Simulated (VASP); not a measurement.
# Na2S3 (R-3m) in VASP: further runs

Na2S3 is run at these levels: PBE; tasks: single point, relaxation of cell and atoms.

All numbers are computed with VASP 6.6.1; they aren't measurements. Logs are shortened: lines on timing, memory, paths and dates and some standing lists are left out, and cuts for length are marked.

## (1) The cell of the first run

It takes space group R-3m (No. 166, trigonal). Conventional cell: a = 4.048 Å, b = 4.048 Å, c = 25.807 Å, α = 90.00°, β = 90.00°, γ = 120.00°. Na (site symmetry 3m) has 6 S at 2.73 to 3.51 Å and 3 Na at 3.66 Å within 3.7 Å. S (site symmetry -3m) has 6 Na at 2.73 Å within 3.6 Å. S (site symmetry 3m) has 3 S at 2.40 Å within 3.2 Å.

## (2) Single point, PBE

Contents of INCAR:

```
ALGO = Normal
EDIFF = 1E-7
ENCUT = 520
GGA = PE
ISIF = 2
ISMEAR = 0
LASPH = True
LCHARG = True
LELF = True
LREAL = False
LVHAR = True
LWAVE = False
NBANDS = 24
NELM = 100
PREC = Accurate
SIGMA = 0.1
```

Contents of KPOINTS:

```
k-points
0
Gamma
  6 6 6
```

Contents of POSCAR:

```
Na2S3
1.0
    2.0238449677      1.1684674369      8.6021817510
   -2.0238449677      1.1684674369      8.6021817510
    0.0000000000     -2.3369348738      8.6021817510
Na S
2 3
Direct
    0.3878975909      0.3878975909      0.3878975909
    0.6121024091      0.6121024091      0.6121024091
    0.0000000000      0.0000000000      0.0000000000
    0.1772653754      0.1772653754      0.1772653754
    0.8227346246      0.8227346246      0.8227346246
```

Potentials or basis: VASP PAW PBE potentials, release 64 (Na_pv, S).

Started as:

```sh
> cat potpaw_PBE.64/Na_pv/POTCAR potpaw_PBE.64/S/POTCAR > POTCAR
> mpirun -np 1 vasp_std > vasp.out
```

OUTCAR:

```text
EDIFF = 1E-7
   ENCUT = 520
   GGA = PE
   ISIF = 2
   ISMEAR = 0
   LASPH = True
   LREAL = False
   NELM = 100
   PREC = Accurate

 ion  position               nearest neighbor table
   1  0.388  0.388  0.388-   3 2.73   3 2.73   3 2.73
   2  0.612  0.612  0.612-   3 2.73   3 2.73   3 2.73
   3  0.000  0.000  0.000-   2 2.73   2 2.73   1 2.73   1 2.73   2 2.73   1 2.73
   4  0.177  0.177  0.177-   5 2.40   5 2.40   5 2.40
   5  0.823  0.823  0.823-   4 2.40   4 2.40   4 2.40

  LATTYP: Found a trigonal (rhomboedric) cell.
 ALAT       =     8.9139663159
 COS(alpha) =     0.8969038373

  Lattice vectors:

 A1 = (   2.0238449677,   1.1684674369,   8.6021817510)
 A2 = (  -2.0238449677,   1.1684674369,   8.6021817510)
 A3 = (   0.0000000000,  -2.3369348738,   8.6021817510)

Analysis of symmetry for initial positions (statically):
=====================================================================
 Subroutine PRICEL returns:
 Original cell was already a primitive cell.

 Routine SETGRP: Setting up the symmetry group for a
 trigonal (rhombohedral) supercell.

 Subroutine GETGRP returns: Found 12 space group operations
 (whereof 12 operations were pure point group operations)
 out of a pool of 12 trial point group operations.

The static configuration has the point symmetry D_3d.

Analysis of symmetry for dynamics (positions and initial velocities):
=====================================================================
 Subroutine PRICEL returns:
 Original cell was already a primitive cell.

 Routine SETGRP: Setting up the symmetry group for a
 trigonal (rhombohedral) supercell.

 Subroutine GETGRP returns: Found 12 space group operations
 (whereof 12 operations were pure point group operations)
 out of a pool of 12 trial point group operations.

The dynamic configuration has the point symmetry D_3d.

 Subroutine INISYM returns: Found 12 space group operations
 (whereof 12 operations are pure point group operations),
 and found     1 'primitive' translations

----------------------------------------------------------------------------------------

                                     Primitive cell

  volume of cell :     122.0545

  direct lattice vectors                    reciprocal lattice vectors
     2.023844968  1.168467437  8.602181751     0.247054497  0.142636980  0.038749859
[... 92 lines left out ...]
   EDIFF  = 0.1E-06   stopping-criterion for ELM
   LREAL  =      F    real-space projection
   EDIFFG = 0.1E-05   stopping-criterion for IOM
   NSW    =      0    number of steps for IOM
   IBRION =     -1    ionic relax: 0-MD 1-quasi-New 2-CG
   NFREE  =      0    steps in history (QN), initial steepest desc. (CG)
   ISIF   =      2    stress and relaxation
   ISYM   =      2    0-nonsym 1-usesym 2-fastsym
   POTIM  = 0.5000    time-step for ionic-motion
   TEBEG  =    0.0;   TEEND  =   0.0 temperature during run
   PSTRESS=    0.0 pullay stress
   NELECT =      32.0000    total number of electrons
   NUPDOWN=      -1.0000    fix difference up-down
   EMIN   =  10.00;   EMAX   =-10.00  energy-range for DOS
   EFERMI =   0.00;   METHOD = LEGACY
   ISMEAR =     0;   SIGMA  =   0.10  broadening in eV -4-tet -1-fermi 0-gaus
   EFERMI_NEDOS =   21; number of points for ismear=-14 and -15
   IALGO  =     38    algorithm
   IMIX   =      4    mixing-type and parameters
     AMIX     =   0.40;   BMIX     =  1.00
     AMIX_MAG =   1.60;   BMIX_MAG =  1.00
  volume/ion in A,a.u.               =      24.41       164.73
  Fermi-wavevector in a.u.,A,eV,Ry     =   1.047788  1.980033 14.937299  1.097861
  Thomas-Fermi vector in A             =   2.182683
   LORBIT       =      0    0 simple, 1 ext, 2 COOP (PROOUT), +10 PAW based schemes
   GGA     = PE    functional components
   LHFCALC =     F    Hartree Fock is set to
   AEXX    =    0.0000 exact exchange contribution
   IVDW    =     0    specifies the selected vdW correction
   LEPSILON=     F    determine dielectric tensor
   LRPA    =     F    only Hartree local field effects (RPA)
 non-spin polarized calculation
 Gauss-broadening in eV      SIGMA  =   0.10
  energy-cutoff  :      520.00
  volume of cell :      122.05
 maximum number of plane-waves:      3323
 NGX is ok and might be reduce to    70
   NGX = 33   NGY = 33   NGZ = 33

 number of electron      32.0000002 magnetization

 Free energy of the ion-electron system (eV)
  ---------------------------------------------------
  ext. energy  EPLUGINS =         0.00000000
  ---------------------------------------------------
  free energy    TOTEN  =       -16.52575933 eV

  energy without entropy =      -16.50240101  energy(sigma->0) =      -16.51408017

 E-fermi :   1.6536     XC(G=0):  -8.0619

 val. band max:        1.6207044576   @ k =   0.5000   0.3333   0.3333
 cond. band min:       1.6741827239   @ k =  -0.1667   0.5000   0.1667
 fundamental gap:      0.0534782664
 Fermi energy:         1.6536332500

 k-point     1 :       0.0000    0.0000    0.0000
  band No.  band energies     occupation
      1     -21.0460      2.00000
      2     -21.0210      2.00000
      3     -20.9934      2.00000
      4     -20.9934      2.00000
      5     -20.9894      2.00000
      6     -20.9894      2.00000
[... 637 lines left out ...]
     23       8.4802      0.00000
     24       9.1407      0.00000

 [... further k-points ...]

------------------------ aborting loop because EDIFF is reached ----------------------------------------

  FORCE on cell =-STRESS in cart. coord.  units (eV):
  Direction    XX          YY          ZZ          XY          YZ          ZX
  --------------------------------------------------------------------------------------
  -------------------------------------------------------------------------------------
  Total       -0.0051197     -0.0051197     -0.1065693      0.0000000     -0.0000000     -0.0000000
  in kB       -0.0672049     -0.0672049     -1.3989070      0.0000000     -0.0000000     -0.0000000
  external PRESSURE =      -0.5111056 kB  Pullay stress =       0.0000000 kB

 VOLUME and BASIS-vectors are now :
 -----------------------------------------------------------------------------
  energy-cutoff  :      520.00
  volume of cell :      122.05
      direct lattice vectors                 reciprocal lattice vectors
     2.023844968  1.168467437  8.602181751     0.247054497  0.142636980  0.038749859
    -2.023844968  1.168467437  8.602181751    -0.247054497  0.142636980  0.038749859
     0.000000000 -2.336934874  8.602181751     0.000000000 -0.285273960  0.038749859

 POSITION                                       TOTAL-FORCE (eV/Angst)
 -----------------------------------------------------------------------------------
      0.00000      0.00000     10.01030         0.000000      0.000000     -0.003959
      0.00000      0.00000     15.79625         0.000000      0.000000      0.003959
      0.00000      0.00000      0.00000         0.000000      0.000000      0.000000
      0.00000      0.00000      4.57461         0.000000     -0.000000     -0.038688
      0.00000      0.00000     21.23194         0.000000     -0.000000      0.038688
 -----------------------------------------------------------------------------------
    total drift:                               -0.000000      0.000000      0.000000

  FREE ENERGIE OF THE ION-ELECTRON SYSTEM (eV)
  ---------------------------------------------------
  free  energy   TOTEN  =       -16.5257593290 eV

  energy  without entropy=      -16.5024010115  energy(sigma->0) =      -16.51408017
```

OSZICAR:

```text
N       E                     dE             d eps       ncg     rms          rms(c)
DAV:   1     0.260742513623E+03    0.26074E+03   -0.14556E+04  1544   0.128E+03
DAV:   2     0.832400421628E+01   -0.25242E+03   -0.23534E+03  1656   0.333E+02
DAV:   3    -0.178994361827E+02   -0.26223E+02   -0.25257E+02  2000   0.105E+02
DAV:   4    -0.188293780212E+02   -0.92994E+00   -0.92337E+00  1784   0.204E+01
[... 17 lines left out ...]
DAV:  22    -0.165257605496E+02    0.24611E-05   -0.44577E-06  2008   0.997E-03    0.168E-02
DAV:  23    -0.165257598292E+02    0.72045E-06   -0.14590E-06  1896   0.648E-03    0.742E-03
DAV:  24    -0.165257594370E+02    0.39219E-06   -0.73850E-07  1912   0.405E-03    0.268E-03
DAV:  25    -0.165257593346E+02    0.10236E-06   -0.91543E-08  1464   0.176E-03    0.159E-03
DAV:  26    -0.165257593290E+02    0.56543E-08   -0.53866E-08  1000   0.113E-03
   1 F= -.16525759E+02 E0= -.16514080E+02  d E =-.233583E-01
```

Wall time 26 min (1 thread of Intel Xeon 8259CL, shared host); peak memory 0.69 GiB.

Results:

```yaml
Free_energy: -16.5258 eV
Pressure: -0.1 GPa
Largest_force: 0.039 eV/Å
Band_gap_on_the_k_mesh: zero (filled and empty bands touch)
```

Forces in eV/Å, atoms in the order of the input:
```
Na   0.000  0.000 -0.004
Na   0.000  0.000  0.004
S    0.000  0.000  0.000
S    0.000  0.000 -0.039
S    0.000  0.000  0.039
```

Stress tensor (GPa, compression positive):
```
-0.01  0.00  0.00
 0.00 -0.01  0.00
 0.00  0.00 -0.14
```

## (3) Relaxation of cell and atoms, PBE

This run uses another cell than the first one, of 21.21 Å³/atom.

Contents of INCAR:

```
SYSTEM = Na2S3
PREC = Accurate
ENCUT = 600
EDIFF = 1E-6
ISMEAR = 0
SIGMA = 0.1
LREAL = .FALSE.
LASPH = .TRUE.
NELM = 80
ALGO = Normal
ISIF = 3
LWAVE = .FALSE.
LCHARG = .FALSE.
GGA = PE
IBRION = 2
NSW = 90
EDIFFG = -0.04
```

Contents of KPOINTS:

```
Automatic mesh
0
G
  6 6 6
  0 0 0
```

Contents of POSCAR:

```
Na2S3
1.0
    1.8761684492      1.0832063592      8.6969924591
   -1.8761684492      1.0832063592      8.6969924591
    0.0000000000     -2.1664127184      8.6969924591
Na S
2 3
Direct
    0.4000000000      0.4000000000      0.4000000000
    0.6000000000      0.6000000000      0.6000000000
    0.0000000000      0.0000000000      0.0000000000
    0.2095000000      0.2095000000      0.2095000000
    0.7905000000      0.7905000000      0.7905000000
```

Potentials or basis: VASP PAW PBE potentials, release 64 (Na_pv, S).

Started as:

```sh
> cat potpaw_PBE.64/Na_pv/POTCAR potpaw_PBE.64/S/POTCAR > POTCAR
> mpirun -np 1 vasp_std > vasp.out
```

OUTCAR:

```text
SYSTEM = Na2S3
   PREC = Accurate
   ENCUT = 600
   EDIFF = 1E-6
   ISMEAR = 0
   LREAL = .FALSE.
   LASPH = .TRUE.
   NELM = 80
   ISIF = 3
   GGA = PE
   IBRION = 2
   NSW = 90
   EDIFFG = -0.04

 ion  position               nearest neighbor table
   1  0.400  0.400  0.400-   5 2.63   5 2.63   5 2.63   3 2.78   3 2.78   3 2.78
   2  0.600  0.600  0.600-   4 2.63   4 2.63   4 2.63   3 2.78   3 2.78   3 2.78
   3  0.000  0.000  0.000-   2 2.78   2 2.78   1 2.78   1 2.78   2 2.78   1 2.78
   4  0.209  0.209  0.209-   2 2.63   2 2.63   2 2.63
   5  0.791  0.791  0.791-   1 2.63   1 2.63   1 2.63

  LATTYP: Found a trigonal (rhomboedric) cell.
 ALAT       =     8.9627574942
 COS(alpha) =     0.9123624232

  Lattice vectors:

 A1 = (   1.8761684492,   1.0832063592,   8.6969924591)
[... 387 lines left out ...]
  free energy    TOTEN  =       -16.52157534 eV

  energy without entropy =      -16.49748172  energy(sigma->0) =      -16.50952853

 E-fermi :   1.7096     XC(G=0):  -8.1619

 val. band max:        1.7068195571   @ k =   0.5000   0.3333   0.3333
 cond. band min:       1.7776725544   @ k =   0.1667   0.0000   0.0000
 fundamental gap:      0.0708529973
 Fermi energy:         1.7095843062

 k-point     1 :       0.0000    0.0000    0.0000
  band No.  band energies     occupation
      1     -20.9572      2.00000
      2     -20.9334      2.00000
      3     -20.9044      2.00000
      4     -20.9044      2.00000
      5     -20.9007      2.00000
      6     -20.9007      2.00000
[... 541 lines left out ...]
     19       6.7299      0.00000
     20       7.2112      0.00000

 [... further k-points ...]

------------------------ aborting loop because EDIFF is reached ----------------------------------------

  FORCE on cell =-STRESS in cart. coord.  units (eV):
  Direction    XX          YY          ZZ          XY          YZ          ZX
  --------------------------------------------------------------------------------------
  -------------------------------------------------------------------------------------
  Total       -0.0603486     -0.0603486      0.1686155      0.0000000      0.0000000      0.0000000
  in kB       -0.8073779     -0.8073779      2.2558328      0.0000000      0.0000000      0.0000000
  external PRESSURE =       0.2136923 kB  Pullay stress =       0.0000000 kB
[... 20 lines left out ...]
  FREE ENERGIE OF THE ION-ELECTRON SYSTEM (eV)
  ---------------------------------------------------
  free  energy   TOTEN  =       -16.5215753359 eV

  energy  without entropy=      -16.4974817226  energy(sigma->0) =      -16.50952853

 reached required accuracy - stopping structural energy minimisation
```

OSZICAR:

```text
N       E                     dE             d eps       ncg     rms          rms(c)
DAV:   1     0.282990648856E+03    0.28299E+03   -0.16499E+04  1280   0.177E+03
DAV:   2     0.138420400538E+02   -0.26915E+03   -0.25948E+03  1456   0.407E+02
DAV:   3    -0.130713580487E+02   -0.26913E+02   -0.25619E+02  1536   0.125E+02
DAV:   4    -0.144530971375E+02   -0.13817E+01   -0.12942E+01  1420   0.260E+01
[... 169 lines left out ...]
DAV:   3    -0.165230449269E+02    0.20607E-02   -0.39856E-03  1500   0.299E-01    0.239E-01
DAV:   4    -0.165216582276E+02    0.13867E-02   -0.15937E-03  1448   0.260E-01    0.935E-02
DAV:   5    -0.165215844953E+02    0.73732E-04   -0.26174E-04  1476   0.106E-01    0.442E-02
DAV:   6    -0.165215750937E+02    0.94016E-05   -0.16504E-05  1504   0.301E-02    0.120E-02
DAV:   7    -0.165215753359E+02   -0.24226E-06   -0.15370E-06   968   0.882E-03
  14 F= -.16521575E+02 E0= -.16509529E+02  d E =-.160245E-02
```

Wall time 1.8 h (1 thread of Intel Xeon 8259CL, shared host); peak memory 0.85 GiB.

What came out:

```yaml
Free_energy: -16.5216 eV
Relaxed_volume: 23.95 Å³/atom
Relaxed_cell: a = 8.681 Å, b = 8.681 Å, c = 8.681 Å, α = 27.10°, β = 27.10°, γ = 27.10°
Space_group_after_relaxing_to_0.1_Å: R-3m (No. 166)
Energy_gained_by_relaxing: 535.8 meV/atom
Ionic_steps: 14
Pressure_after_relaxing: 0.0 GPa
Largest_force_after_relaxing: 0.038 eV/Å
Band_gap_on_the_k_mesh: zero (bands 16 and 17 overlap by 0.03 eV)
```

Forces in eV/Å, atoms in the order of the input:
```
Na   0.000  0.000 -0.038
Na   0.000  0.000  0.038
S    0.000  0.000  0.000
S    0.000  0.000 -0.031
S    0.000  0.000  0.031
```

Stress tensor (GPa, compression positive):
```
-0.08  0.00  0.00
 0.00 -0.08  0.00
 0.00  0.00  0.23
```

Step by step:
```csv
step,energy change (eV),largest force (eV/Å),pressure (GPa),volume (Å³)
1,0.0000,2.0813,1.76,106.05
2,-0.4570,1.6885,-0.30,109.65
3,-1.0737,1.3334,-2.31,118.47
4,-2.3010,0.2934,-4.09,136.56
5,-2.1858,1.4917,-3.84,130.58
6,-2.3108,0.9078,-3.90,134.19
7,-2.5737,0.5378,-0.67,120.90
8,-2.5871,0.4181,-1.36,123.33
9,-2.6630,0.2475,0.26,118.64
10,-2.6663,0.1992,0.65,117.55
11,-2.6663,0.1942,0.74,117.40
12,-2.6770,0.0279,0.09,119.21
13,-2.6773,0.0490,-0.01,119.55
14,-2.6789,0.0376,0.02,119.76
```

Final structure:
```yaml
crystal:
  lattice:
    - [2.03393, 1.17429, 8.35680]
    - [-2.03393, 1.17429, 8.35680]
    - [0.00000, -2.34858, 8.35680]
  atoms:
    - { symbol: Na, position: [0.38979, 0.38979, 0.38979] }
    - { symbol: Na, position: [0.61021, 0.61021, 0.61021] }
    - { symbol: S, position: [0.00000, 0.00000, 0.00000] }
    - { symbol: S, position: [0.17700, 0.17700, 0.17700] }
    - { symbol: S, position: [0.82300, 0.82300, 0.82300] }
```

The gap in the log of VASP goes by the Fermi energy; the results here count the filled bands.